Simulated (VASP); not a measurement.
# Rb3Hg (Fm-3m) in VASP: a series of runs

Runs on Rb3Hg. Level: LDA. Tasks: single point.

Program: VASP 6.6.1. These are calculated values, not measurements. Logs are shortened: lines on timing, memory, paths and dates and some standing lists are left out, and cuts for length are marked.

### Step 1. The cell of the first run

It takes space group Fm-3m (No. 225, cubic). Conventional cell: a = 9.918 Å, b = 9.918 Å, c = 9.918 Å, α = 90.00°, β = 90.00°, γ = 90.00°. Within 5.6 Å of Rb (site symmetry -43m) lie 10 Rb at 4.29 to 4.96 Å and 4 Hg at 4.29 Å. Within 5.6 Å of Rb (site symmetry m-3m) lie 8 Rb at 4.29 Å and 6 Hg at 4.96 Å. Hg (site symmetry m-3m) has 14 Rb at 4.29 to 4.96 Å within 5.6 Å.

### Step 2. Single point, LDA

INCAR

```
  PREC = Accurate
  ENCUT = 520
  EDIFF = 1E-6
  ISMEAR = -1
  SIGMA = 0.3
  LREAL = False
  LASPH = True
  NELM = 100
  ALGO = Normal
  ISIF = 2
  LWAVE = False
  LCHARG = False
  GGA = CA
  NBANDS = 28
```

KPOINTS

```
regular mesh
0
Gamma
  4 4 4
```

POSCAR

```
Rb3Hg
1.0
    0.0000000000      4.9589694689      4.9589694689
    4.9589694689      0.0000000000      4.9589694689
    4.9589694689      4.9589694689      0.0000000000
Rb Hg
3 1
Direct
    0.2500000000      0.2500000000      0.2500000000
    0.7500000000      0.7500000000      0.7500000000
    0.5000000000      0.5000000000      0.5000000000
    0.0000000000      0.0000000000      0.0000000000
```

Potentials or basis: VASP PAW LDA potentials, release 64 (Rb_sv, Hg).

Run with:

```bash
$ cat potpaw_LDA.64/Rb_sv/POTCAR potpaw_LDA.64/Hg/POTCAR > POTCAR
$ mpirun -np 1 vasp_std > vasp.out
```

OUTCAR:

```text
PREC = Accurate
   ENCUT = 520
   EDIFF = 1E-6
   ISMEAR = -1
   LREAL = False
   LASPH = True
   NELM = 100
   ISIF = 2
   GGA = CA

 ion  position               nearest neighbor table
   1  0.250  0.250  0.250-   4 4.29   4 4.29   4 4.29   3 4.29   4 4.29   3 4.29   3 4.29   3 4.29
                             2 4.96   2 4.96   2 4.96   2 4.96   2 4.96   2 4.96
   2  0.750  0.750  0.750-   3 4.29   3 4.29   3 4.29   3 4.29   4 4.29   4 4.29   4 4.29   4 4.29
                             1 4.96   1 4.96   1 4.96   1 4.96   1 4.96   1 4.96
   3  0.500  0.500  0.500-   1 4.29   1 4.29   1 4.29   1 4.29   2 4.29   2 4.29   2 4.29   2 4.29

   4  0.000  0.000  0.000-   2 4.29   2 4.29   2 4.29   1 4.29   2 4.29   1 4.29   1 4.29   1 4.29

  LATTYP: Found a face centered cubic cell.
 ALAT       =     9.9179389378

  Lattice vectors:

 A1 = (   0.0000000000,   4.9589694689,   4.9589694689)
 A2 = (   4.9589694689,   0.0000000000,   4.9589694689)
 A3 = (   4.9589694689,   4.9589694689,   0.0000000000)

Analysis of symmetry for initial positions (statically):
=====================================================================
 Subroutine PRICEL returns:
 Original cell was already a primitive cell.

 Routine SETGRP: Setting up the symmetry group for a
 face centered cubic supercell.

 Subroutine GETGRP returns: Found 48 space group operations
 (whereof 48 operations were pure point group operations)
 out of a pool of 48 trial point group operations.

The static configuration has the point symmetry O_h .

Analysis of symmetry for dynamics (positions and initial velocities):
=====================================================================
 Subroutine PRICEL returns:
 Original cell was already a primitive cell.

 Routine SETGRP: Setting up the symmetry group for a
 face centered cubic supercell.

 Subroutine GETGRP returns: Found 48 space group operations
 (whereof 48 operations were pure point group operations)
 out of a pool of 48 trial point group operations.

The dynamic configuration has the point symmetry O_h .

 Subroutine INISYM returns: Found 48 space group operations
 (whereof 48 operations are pure point group operations),
 and found     1 'primitive' translations

----------------------------------------------------------------------------------------

                                     Primitive cell

  volume of cell :     243.8958

  direct lattice vectors                    reciprocal lattice vectors
     0.000000000  4.958969469  4.958969469    -0.100827400  0.100827400  0.100827400
     4.958969469  0.000000000  4.958969469     0.100827400 -0.100827400  0.100827400
     4.958969469  4.958969469  0.000000000     0.100827400  0.100827400 -0.100827400

  length of vectors
     7.013041878  7.013041878  7.013041878     0.174638180  0.174638180  0.174638180

  position of ions in fractional coordinates (direct lattice)
     0.250000000  0.250000000  0.250000000
     0.750000000  0.750000000  0.750000000
     0.500000000  0.500000000  0.500000000
     0.000000000  0.000000000  0.000000000

  ion indices of the primitive-cell ions
   primitive index   ion index
                 1           1
                 2           2
                 3           3
                 4           4

----------------------------------------------------------------------------------------

 KPOINTS: regular mesh

Automatic generation of k-mesh.
 Grid dimensions read from file:
 generate k-points for:    4    4    4

 Generating k-lattice:

  Cartesian coordinates                     Fractional coordinates (reciprocal lattice)
    -0.025206850  0.025206850  0.025206850     0.250000000  0.000000000  0.000000000
     0.025206850 -0.025206850  0.025206850     0.000000000  0.250000000  0.000000000
     0.025206850  0.025206850 -0.025206850     0.000000000  0.000000000  0.250000000

  Length of vectors
     0.043659545  0.043659545  0.043659545

  Shift w.r.t. Gamma in fractional coordinates (k-lattice)
     0.000000000  0.000000000  0.000000000

 Subroutine IBZKPT returns following result:
 ===========================================

 Found      8 irreducible k-points:

 Following reciprocal coordinates:
            Coordinates               Weight
  0.000000  0.000000  0.000000      1.000000
  0.250000  0.000000  0.000000      8.000000
  0.500000  0.000000  0.000000      4.000000
  0.250000  0.250000  0.000000      6.000000
  0.500000  0.250000  0.000000     24.000000
 -0.250000  0.250000  0.000000     12.000000
  0.500000  0.500000  0.000000      3.000000
 -0.250000  0.500000  0.250000      6.000000
   k-points           NKPTS =      8   k-points in BZ     NKDIM =      8   number of bands    NBANDS=     28
   number of dos      NEDOS =    301   number of ions     NIONS =      4
   total plane-waves  NPLWV = 157464
   dimension x,y,z NGX =    54 NGY =   54 NGZ =   54
   dimension x,y,z NGXF=   108 NGYF=  108 NGZF=  108
   ions per type =               3   1
   NGX,Y,Z   is equivalent  to a cutoff of  12.80, 12.80, 12.80 a.u.
   NGXF,Y,Z  is equivalent  to a cutoff of  25.60, 25.60, 25.60 a.u.
 SYSTEM =  unknown system
   PREC   = accura    normal or accurate (medium, high low for compatibility)
   ISTART =      0    job   : 0-new  1-cont  2-samecut
   ICHARG =      2    charge: 1-file 2-atom 10-const
   ISPIN  =      1    spin polarized calculation?
   LNONCOLLINEAR =      F non collinear calculations
   LSORBIT =      F    spin-orbit coupling
   LASPH  =      T    aspherical Exc in radial PAW
   ENCUT  =  520.0 eV  38.22 Ry    6.18 a.u.  13.04 13.04 13.04*2*pi/ulx,y,z
   NELM   =    100;   NELMIN=  2; NELMDL= -5     # of ELM steps
   EDIFF  = 0.1E-05   stopping-criterion for ELM
   LREAL  =      F    real-space projection
   EDIFFG = 0.1E-04   stopping-criterion for IOM
   NSW    =      0    number of steps for IOM
   IBRION =     -1    ionic relax: 0-MD 1-quasi-New 2-CG
   NFREE  =      0    steps in history (QN), initial steepest desc. (CG)
   ISIF   =      2    stress and relaxation
   ISYM   =      2    0-nonsym 1-usesym 2-fastsym
   POTIM  = 0.5000    time-step for ionic-motion
   TEBEG  =    0.0;   TEEND  =   0.0 temperature during run
   PSTRESS=    0.0 pullay stress
   NELECT =      39.0000    total number of electrons
   NUPDOWN=      -1.0000    fix difference up-down
   EMIN   =  10.00;   EMAX   =-10.00  energy-range for DOS
   EFERMI =   0.00;   METHOD = LEGACY
   ISMEAR =    -1;   SIGMA  =   0.30  broadening in eV -4-tet -1-fermi 0-gaus
   EFERMI_NEDOS =   21; number of points for ismear=-14 and -15
   IALGO  =     38    algorithm
   IMIX   =      4    mixing-type and parameters
     AMIX     =   0.40;   BMIX     =  1.00
     AMIX_MAG =   1.60;   BMIX_MAG =  1.00
  volume/ion in A,a.u.               =      60.97       411.47
  Fermi-wavevector in a.u.,A,eV,Ry     =   0.888577  1.679167 10.742733  0.789569
  Thomas-Fermi vector in A             =   2.010025
   LORBIT       =      0    0 simple, 1 ext, 2 COOP (PROOUT), +10 PAW based schemes
   GGA     = CA    functional components
   LHFCALC =     F    Hartree Fock is set to
   AEXX    =    0.0000 exact exchange contribution
   IVDW    =     0    specifies the selected vdW correction
   LEPSILON=     F    determine dielectric tensor
   LRPA    =     F    only Hartree local field effects (RPA)
 non-spin polarized calculation
  energy-cutoff  :      520.00
  volume of cell :      243.90
 maximum number of plane-waves:      6620
 NGX is ok and might be reduce to    54
   NGX = 27   NGY = 27   NGZ = 27

 number of electron      38.9999999 magnetization

 Free energy of the ion-electron system (eV)
  ---------------------------------------------------
  ext. energy  EPLUGINS =         0.00000000
  ---------------------------------------------------
  free energy    TOTEN  =        -4.49973534 eV

  energy without entropy =       -3.70675962  energy(sigma->0) =       -4.10324748

 E-fermi :   0.3455     XC(G=0):  -6.8027

 val. band max:        0.3352866626   @ k =   0.5000   0.2500   0.0000
 cond. band min:       0.3668752310   @ k =  -0.2500   0.2500   0.0000
 fundamental gap:      0.0315885684
 Fermi energy:         0.3454603825

 k-point     1 :       0.0000    0.0000    0.0000
  band No.  band energies     occupation
      1     -28.4850      2.00000
      2     -28.1804      2.00000
      3     -28.1761      2.00000
      4     -12.6669      2.00000
      5     -12.6669      2.00000
      6     -12.6669      2.00000
[... 20 lines left out ...]
     27       2.6042      0.00107
     28       4.2557      0.00000

 k-point     2 :       0.2500    0.0000    0.0000
  band No.  band energies     occupation
      1     -28.4847      2.00000
      2     -28.1800      2.00000
      3     -28.1768      2.00000
      4     -12.6727      2.00000
      5     -12.6727      2.00000
      6     -12.6692      2.00000
[... 20 lines left out ...]
     27       2.6956      0.00079
     28       3.3078      0.00010

 k-point     3 :       0.5000    0.0000    0.0000
  band No.  band energies     occupation
      1     -28.4843      2.00000
      2     -28.1787      2.00000
      3     -28.1785      2.00000
      4     -12.6783      2.00000
      5     -12.6783      2.00000
      6     -12.6691      2.00000
[... 20 lines left out ...]
     27       2.8747      0.00044
     28       4.0169      0.00001

 k-point     4 :       0.2500    0.2500    0.0000
  band No.  band energies     occupation
      1     -28.4846      2.00000
      2     -28.1800      2.00000
      3     -28.1769      2.00000
      4     -12.6804      2.00000
      5     -12.6804      2.00000
      6     -12.6592      2.00000
[... 20 lines left out ...]
     27       2.9357      0.00036
     28       3.9570      0.00001

 k-point     5 :       0.5000    0.2500    0.0000
  band No.  band energies     occupation
      1     -28.4842      2.00000
      2     -28.1792      2.00000
      3     -28.1780      2.00000
      4     -12.6859      2.00000
      5     -12.6834      2.00000
      6     -12.6622      2.00000
[... 20 lines left out ...]
     27       3.2093      0.00014
     28       3.6779      0.00003

 k-point     6 :      -0.2500    0.2500    0.0000
  band No.  band energies     occupation
      1     -28.4843      2.00000
      2     -28.1793      2.00000
      3     -28.1778      2.00000
      4     -12.6786      2.00000
      5     -12.6746      2.00000
      6     -12.6743      2.00000
[... 20 lines left out ...]
     27       3.1193      0.00019
     28       3.3378      0.00009

 k-point     7 :       0.5000    0.5000    0.0000
  band No.  band energies     occupation
      1     -28.4841      2.00000
      2     -28.1796      2.00000
      3     -28.1778      2.00000
      4     -12.6932      2.00000
      5     -12.6932      2.00000
      6     -12.6491      2.00000
[... 20 lines left out ...]
     27       3.3278      0.00010
     28       3.6813      0.00003

 k-point     8 :      -0.2500    0.5000    0.2500
  band No.  band energies     occupation
      1     -28.4841      2.00000
      2     -28.1787      2.00000
      3     -28.1787      2.00000
      4     -12.6941      2.00000
      5     -12.6708      2.00000
      6     -12.6708      2.00000
[... 20 lines left out ...]
     27       3.4046      0.00007
     28       3.6577      0.00003

------------------------ aborting loop because EDIFF is reached ----------------------------------------

  FORCE on cell =-STRESS in cart. coord.  units (eV):
  Direction    XX          YY          ZZ          XY          YZ          ZX
  --------------------------------------------------------------------------------------
  -------------------------------------------------------------------------------------
  Total       -1.1797060     -1.1797060     -1.1797060     -0.0000000     -0.0000000      0.0000000
  in kB       -7.7496140     -7.7496140     -7.7496140     -0.0000000     -0.0000000      0.0000000
  external PRESSURE =      -7.7496140 kB  Pullay stress =       0.0000000 kB

 VOLUME and BASIS-vectors are now :
 -----------------------------------------------------------------------------
  energy-cutoff  :      520.00
  volume of cell :      243.90
      direct lattice vectors                 reciprocal lattice vectors
     0.000000000  4.958969469  4.958969469    -0.100827400  0.100827400  0.100827400
     4.958969469  0.000000000  4.958969469     0.100827400 -0.100827400  0.100827400
     4.958969469  4.958969469  0.000000000     0.100827400  0.100827400 -0.100827400

 POSITION                                       TOTAL-FORCE (eV/Angst)
 -----------------------------------------------------------------------------------
      2.47948      2.47948      2.47948        -0.000000     -0.000000     -0.000000
      7.43845      7.43845      7.43845         0.000000      0.000000      0.000000
      4.95897      4.95897      4.95897         0.000000      0.000000      0.000000
      0.00000      0.00000      0.00000         0.000000      0.000000      0.000000
 -----------------------------------------------------------------------------------
    total drift:                                0.000000      0.000000     -0.000000

  FREE ENERGIE OF THE ION-ELECTRON SYSTEM (eV)
  ---------------------------------------------------
  free  energy   TOTEN  =        -4.4997353355 eV

  energy  without entropy=       -3.7067596209  energy(sigma->0) =       -4.10324748
```

Run time: 87 s. Hardware: 1 thread of Intel Xeon 6975P-C, shared host; peak memory 0.32 GiB.

Results:

- Free energy: -4.4997 eV
- Pressure: -0.8 GPa

Caveat: spin-orbit coupling is left out, which moves the levels of the heavy elements.

### Step 3. Single point, LDA

This run uses another cell than the first one, of 62.24 Å³/atom, 1.021 times its volume.

INCAR

```
ALGO = Normal ; EDIFF = 1E-6
ENCUT = 520 ; GGA = CA
ISIF = 2 ; ISMEAR = -1
LASPH = True ; LCHARG = False
LREAL = False ; LWAVE = False
NBANDS = 28 ; NELM = 80
PREC = Accurate ; SIGMA = 0.3
```

KPOINTS

```
k-points
0
Gamma
  4 4 4
```

POSCAR

```
Rb3Hg
1.0
    0.0000000000      4.9931703391      4.9931703391
    4.9931703391      0.0000000000      4.9931703391
    4.9931703391      4.9931703391      0.0000000000
Rb Hg
3 1
Direct
    0.2500000000      0.2500000000      0.2500000000
    0.7500000000      0.7500000000      0.7500000000
    0.5000000000      0.5000000000      0.5000000000
    0.0000000000      0.0000000000      0.0000000000
```

Potentials or basis: VASP PAW LDA potentials, release 64 (Rb_sv, Hg).

Run with:

```bash
$ cat potpaw_LDA.64/Rb_sv/POTCAR potpaw_LDA.64/Hg/POTCAR > POTCAR
$ mpirun -np 1 vasp_std > vasp.out
```

Run time: 82 s. Hardware: 1 thread of Intel Xeon 6975P-C, shared host; peak memory 0.32 GiB.

It converged, with:

- Free energy: -4.4751 eV
- Pressure: -0.8 GPa

Levels at points of the mesh, in eV from the Fermi level:
```csv
k point,band 16,band 17,band 18,band 19,band 20,band 21,band 22,band 23
"(0.00, 0.00, 0.00)",-6.72,-6.72,-4.40,-0.33,0.80,0.80,0.80,1.73
"(0.50, 0.00, 0.00)",-6.72,-6.72,-4.13,-1.11,0.66,0.66,0.99,1.85
"(0.50, 0.50, 0.00)",-6.72,-6.72,-4.08,-0.78,0.23,0.69,0.69,0.79
```

Caveat: spin-orbit coupling is left out, which moves the levels of the heavy elements.

### Step 4. Single point, LDA

This run uses another cell than the first one, of 63.51 Å³/atom, 1.042 times its volume.

INCAR

```
ALGO     = Normal         # electronic algorithm
EDIFF    = 1E-7           # SCF threshold, eV
ENCUT    = 520            # plane-wave cutoff, eV
ISIF     = 2              # what is computed and relaxed
ISMEAR   = -1             # smearing method
LASPH    = True           # aspherical terms in the spheres
LCHARG   = False          # write CHGCAR
LREAL    = False          # projectors in reciprocal space
LWAVE    = False          # write WAVECAR
NBANDS   = 28             # bands
NELM     = 80             # most SCF steps
PREC     = Accurate       # precision mode
SIGMA    = 0.3            # smearing width, eV
```

KPOINTS is that of step 3.

POSCAR

```
Rb3Hg
1.0
    0.0000000000      5.0269090000      5.0269090000
    5.0269090000      0.0000000000      5.0269090000
    5.0269090000      5.0269090000      0.0000000000
Rb Hg
3 1
Direct
    0.2500000000      0.2500000000      0.2500000000
    0.7500000000      0.7500000000      0.7500000000
    0.5000000000      0.5000000000      0.5000000000
    0.0000000000      0.0000000000      0.0000000000
```

Run with:

```bash
$ cat potpaw_LDA.64/Rb_sv/POTCAR potpaw_LDA.64/Hg/POTCAR > POTCAR
$ mpirun -np 1 vasp_std > vasp.out
```

It took 85 s on 1 thread of Intel Xeon 6975P-C, shared host; peak memory 0.32 GiB.

Results (log left out):

```
Free energy : -4.4496 eV
Pressure    : -0.8 GPa
```

Levels at points of the mesh, in eV from the Fermi level:
| k point | band 16 | band 17 | band 18 | band 19 | band 20 | band 21 | band 22 | band 23 |
| --- | --- | --- | --- | --- | --- | --- | --- | --- |
| (0.00, 0.00, 0.00) | -6.71 | -6.71 | -4.37 | -0.37 | 0.81 | 0.81 | 0.81 | 1.74 |
| (0.50, 0.00, 0.00) | -6.71 | -6.71 | -4.11 | -1.10 | 0.67 | 0.67 | 0.95 | 1.83 |
| (0.50, 0.50, 0.00) | -6.72 | -6.71 | -4.07 | -0.77 | 0.22 | 0.68 | 0.68 | 0.78 |

Caveat: spin-orbit coupling is left out, which moves the levels of the heavy elements.

### Step 5. Single point, LDA

This run uses another cell than the first one, of 64.78 Å³/atom, 1.063 times its volume.

INCAR

```
ALGO = Normal
EDIFF = 1E-6
ENCUT = 520
ISIF = 2
ISMEAR = -1
LASPH = True
LCHARG = True
LELF = True
LREAL = False
LVHAR = True
LWAVE = False
NBANDS = 28
NELM = 60
PREC = Accurate
SIGMA = 0.3
```

KPOINTS is that of step 4.

POSCAR

```
Rb3Hg
1.0
    0.0000000000      5.0602007583      5.0602007583
    5.0602007583      0.0000000000      5.0602007583
    5.0602007583      5.0602007583      0.0000000000
Rb Hg
3 1
Direct
    0.2500000000      0.2500000000      0.2500000000
    0.7500000000      0.7500000000      0.7500000000
    0.5000000000      0.5000000000      0.5000000000
    0.0000000000      0.0000000000      0.0000000000
```

Run with:

```bash
$ cat potpaw_LDA.64/Rb_sv/POTCAR potpaw_LDA.64/Hg/POTCAR > POTCAR
$ mpirun -np 1 vasp_std > vasp.out
```

Wall time 78 s (1 thread of Intel Xeon 6975P-C, shared host); peak memory 0.32 GiB.

It converged, with:

* Free energy: -4.4235 eV
* Pressure: -0.8 GPa

Levels at points of the mesh, in eV from the Fermi level:
```csv
k point,band 15,band 16,band 17,band 18,band 19,band 20,band 21,band 22,band 23,band 24
"(0.00, 0.00, 0.00)",-6.71,-6.71,-6.71,-4.34,-0.40,0.82,0.82,0.82,1.75,1.75
"(0.50, 0.00, 0.00)",-6.71,-6.71,-6.71,-4.10,-1.09,0.68,0.68,0.91,1.81,2.03
"(0.50, 0.50, 0.00)",-6.71,-6.71,-6.71,-4.05,-0.76,0.20,0.68,0.68,0.78,2.71
```

Caveat: spin-orbit coupling is left out, which moves the levels of the heavy elements.

### Step 6. Overview

```csv
cell,gap on the mesh (eV),pressure (GPa)
"a = 7.013 Å, angles 60.0°, 4 atoms",none,-0.8
"a = 7.061 Å, angles 60.0°, 4 atoms",none,-0.8
"a = 7.109 Å, angles 60.0°, 4 atoms",none,-0.8
"a = 7.156 Å, angles 60.0°, 4 atoms",none,-0.8
```

Alike in all rows: task single point; level LDA; potentials or basis VASP PAW LDA potentials, release 64 (Rb_sv, Hg); no spin polarisation; k mesh 4 × 4 × 4; cutoff (eV) 520; smearing fermi-dirac 0.3 eV.

Caveats: spin-orbit coupling is left out, which moves the levels of the heavy elements.

Total energies depend on the potentials used, so only differences within one code and one set of settings carry meaning.
